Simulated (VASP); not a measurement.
Re:

```xyz
2
Lattice="2.7235 0.0000 0.0000 -1.3617 2.3586 0.0000 0.0000 0.0000 4.3979" Properties=species:S:1:pos:R:3 pbc="T T T"
Re    1.3617    0.7862    3.2985
Re    0.0000    1.5724    1.0995
```

Base run:

```yaml
Program: VASP 6.6.1
Functional: r2SCAN
Potentials_or_basis: VASP PAW PBE potentials, release 64 (Re)
Cutoff: 520 eV
k_mesh: 11 × 11 × 6
Occupations: fermi-dirac, width 0.05 eV
Spin: no spin polarisation
```

Its results: band gap on the k mesh zero (band 7 reaches 9.66 eV, above the bottom of band 8 at 6.32 eV); pressure 17.2 GPa.

Question: The run is repeated on the same cell with these changes: functional from r2SCAN to PBE; dispersion from none to D3(BJ). What comes out?

Answer: Band gap on the k mesh zero (band 7 reaches 9.87 eV, above the bottom of band 8 at 6.57 eV); pressure 15.3 GPa.

Several settings changed at once, so the effect can't be laid on one alone.

Caveats: spin-orbit coupling is left out, which moves the levels of the heavy elements; the PAW data sets were made with another functional, which shifts forces and pressure a little (some runs); pairwise dispersion overbinds metals, which lowers pressure and volume (some runs).
